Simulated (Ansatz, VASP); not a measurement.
Rb in VASP and in Ansatz

```xyz
1
Lattice="-2.8246 2.8246 2.8246 2.8246 -2.8246 2.8246 2.8246 2.8246 -2.8246" Properties=species:S:1:pos:R:3 pbc="T T T"
Rb    0.0000    0.0000    0.0000
```

Change from the starting cell: volume scaled by 1.02, crystal datasets.

Alike in both runs: task electric field gradients; functional PBEsol; k mesh 8 × 8 × 8; occupations fermi-dirac, width 0.05 eV; no spin polarisation.

|  | VASP | Ansatz |
| --- | --- | --- |
| version | VASP 6.6.1 | Ansatz 0.2.0 |
| potentials or method | VASP PAW PBE potentials, release 64 (Rb_sv), cutoff 520 eV | all-electron PAW with datasets made for the crystal, scalar-relativistic |

|  | VASP | Ansatz | Ansatz less VASP |
| --- | --- | --- | --- |
| pressure (GPa) | -0.1 | -0.1 | 0.00 |

VASP's potentials were made for PBE, not for PBEsol. Ansatz ran all-electron here, and VASP with PAW potentials.
